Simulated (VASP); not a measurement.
Ta:

```
Ta
1.0
    -1.65336    1.65336    1.65336
     1.65336   -1.65336    1.65336
     1.65336    1.65336   -1.65336
Ta
1
Direct
  0.00000 0.00000 0.00000
```

Base run:

* Program: VASP 6.6.1
* Functional: r2SCAN
* Potentials or basis: VASP PAW PBE potentials, release 64 (Ta_pv)
* Cutoff: 520 eV
* k mesh: 13 × 13 × 13
* Occupations: fermi-dirac, width 1 eV
* Spin: no spin polarisation

Its results: band gap on the k mesh zero (an odd number of electrons rules out a gap without spin polarisation); pressure 12.9 GPa.

Task: The run is repeated on the same cell with these changes: occupations from fermi-dirac, width 1 eV to methfessel-paxton, width 0.03 eV. What comes out?

Result: Band gap on the k mesh zero (an odd number of electrons rules out a gap without spin polarisation); pressure 0.6 GPa.

Caveats: the PAW data sets were made with another functional, which shifts forces and pressure a little; spin-orbit coupling is left out, which moves the levels of the heavy elements; the cell stands under pressure (at least some runs); so wide a smearing shifts energies and pressures (at least some runs).
